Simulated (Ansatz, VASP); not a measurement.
# TaN: VASP beside Ansatz

```
CELL_PARAMETERS angstrom
0.00000 2.19821 2.19821
2.19821 0.00000 2.19821
2.19821 2.19821 0.00000
ATOMIC_POSITIONS crystal
Ta 0.00000 0.00000 0.00000
N 0.50000 0.50000 0.50000
```

Alike in both runs: functional r2SCAN; k mesh 17 × 17 × 17; occupations fermi-dirac, width 0.08 eV; no spin polarisation.

Ansatz relaxed the structure, and its values are those at the end. VASP's run is a single point on that final structure, the one shown.

```csv
,VASP,Ansatz
version,VASP 6.6.1,Ansatz 0.2.0
potentials or method,"VASP PAW PBE potentials, release 64 (Ta_pv, N)","PAW with Ansatz's default frozen-core files, scalar-relativistic"
plane-wave cutoff (eV),520,500
valence electrons in the cell,16,18
```

VASP gave:

| Quantity | Value |
| --- | --- |
| pressure (GPa) | 1.9 |

Q: Which values does Ansatz return?

A: Pressure (GPa): 0.0.

VASP's potentials were made for PBE, not for r2SCAN. VASP's potentials hold 16 valence electrons a cell and Ansatz's 18, so a difference there can come from the potentials and not from the codes.

Neither program's run includes spin-orbit coupling.
